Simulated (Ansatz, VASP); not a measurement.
One calculation of Al3GaN4, two programs

The input INCAR:

```
SYSTEM = Al3GaN4
  ALGO = Normal
  EDIFF = 1E-6
  ENCUT = 520
  GGA = PS
  ISIF = 2
  ISMEAR = 0
  LASPH = .True.
  LCHARG = .False.
  LREAL = .False.
  LWAVE = .False.
  NBANDS = 31
  NELM = 60
  PREC = Accurate
  SIGMA = 0.05
```

KPOINTS

```
k-points
0
Gamma
  6 6 6
  0 0 0
```

The input POSCAR:

```
Al3GaN4
1.0
    4.5098950524      0.0000000000      0.0000000000
    0.0000000000      4.5098950524      0.0000000000
    0.0000000000      0.0000000000      3.7594485157
Al Ga N
3 1 4
Direct
    0.5000000000      0.5000000000      0.0000000000
    0.5000000000      0.0000000000      0.5000000000
    0.0000000000      0.5000000000      0.5000000000
    0.0000000000      0.0000000000      0.0000000000
    0.7447140287      0.7447140287      0.2552859713
    0.7447140287      0.2552859713      0.7447140287
    0.2552859713      0.7447140287      0.7447140287
    0.2552859713      0.2552859713      0.2552859713
```

Input for Ansatz:

```yaml
crystal:
  lattice:
    - [4.5098950524, 0.0, 0.0]
    - [0.0, 4.5098950524, 0.0]
    - [0.0, 0.0, 3.7594485157]
  atoms:
    - { symbol: Al, position: [0.5, 0.5, 0.0] }
    - { symbol: Al, position: [0.5, 0.0, 0.5] }
    - { symbol: Al, position: [0.0, 0.5, 0.5] }
    - { symbol: Ga, position: [0.0, 0.0, 0.0] }
    - { symbol: "N", position: [0.7447140287, 0.7447140287, 0.2552859713] }
    - { symbol: "N", position: [0.7447140287, 0.2552859713, 0.7447140287] }
    - { symbol: "N", position: [0.2552859713, 0.7447140287, 0.7447140287] }
    - { symbol: "N", position: [0.2552859713, 0.2552859713, 0.2552859713] }
basis:
  ecutwfc: 520.0
kpoints:
  mp_grid: { grid: [6, 6, 6] }
hamiltonian:
  xc: pbesol
scf:
  occupations: { method: gaussian, width: 0.05 }
output:
  forces: true
  stress: true
  eigenvalues: true
```

Alike in both runs: task single point; functional PBEsol; k mesh 6 × 6 × 6; occupations gaussian, width 0.05 eV; no spin polarisation.

|  | VASP | Ansatz |
| --- | --- | --- |
| version | VASP 6.6.1 | Ansatz 0.2.0 |
| potentials or method | VASP PAW PBE potentials, release 64 (Al, Ga_d, N), cutoff 520 eV | scalar-relativistic, plane waves, PAW |
| valence electrons in the cell | 42 | 42 |

Ansatz gave:

* gap on the k mesh at the Fermi level (eV): 2.64
* least direct gap on the mesh (eV): 2.64
* pressure (GPa): 24.1
* traceless stress, the component that is largest in VASP (GPa): 6.18
* rms of the force components (eV/Å): 0.103

Question: Which values does VASP return?

Answer: gap on the k mesh at the Fermi level (eV): 2.63; least direct gap on the mesh (eV): 2.63; pressure (GPa): 24.1; traceless stress, the component that is largest in VASP (GPa): 6.20; rms of the force components (eV/Å): 0.105.

VASP's potentials were made for PBE, not for PBEsol. Atom by atom the forces differ by 0.009 eV/Å (rms over components). The functional is the same, so the differences come from potentials, cutoffs and numerics.
